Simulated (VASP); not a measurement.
A run of VASP 6.6.1 is set up as follows.

The input INCAR:

```
SYSTEM = Ni
  ALGO = Normal
  EDIFF = 1E-6
  ENCUT = 590
  GGA = PE
  GGA_COMPAT = .FALSE.
  ISIF = 2
  ISMEAR = -1
  ISPIN = 2
  LASPH = .TRUE.
  LCHARG = .FALSE.
  LMAXMIX = 4
  LORBIT = 11
  LREAL = .FALSE.
  LWAVE = .FALSE.
  MAGMOM = 1
  NBANDS = 19
  NELM = 200
  PREC = Accurate
  SIGMA = 0.1
```

The input KPOINTS:

```
k-points
0
G
  21 21 20
  0 0 0
```

Contents of POSCAR:

```
Ni
1.0
    2.0277715603      0.0000000000      0.0000000000
   -1.0138857802      1.7561016843      0.0000000000
    0.0000000000      0.0000000000      1.9361961329
Ni
1
Direct
    0.0000000000      0.0000000000      0.0000000000
```

Potentials or basis: VASP PAW PBE potentials, release 64 (Ni_sv_GW).

The run is started by

```bash
$ cat potpaw_PBE.64/Ni_sv_GW/POTCAR > POTCAR
$ mpirun -np 1 vasp_std > vasp.out
```

Task: Estimate the net moment.

Result: 0.00 μB per cell.

Task: What does it give for the band gap on the k mesh?

Result: Zero (filled and empty bands overlap).

Stress tensor (GPa, compression positive):
```
315.33   0.00   0.00
  0.00 315.33   0.00
  0.00   0.00 316.37
```

Caveat: the cell stands under pressure.
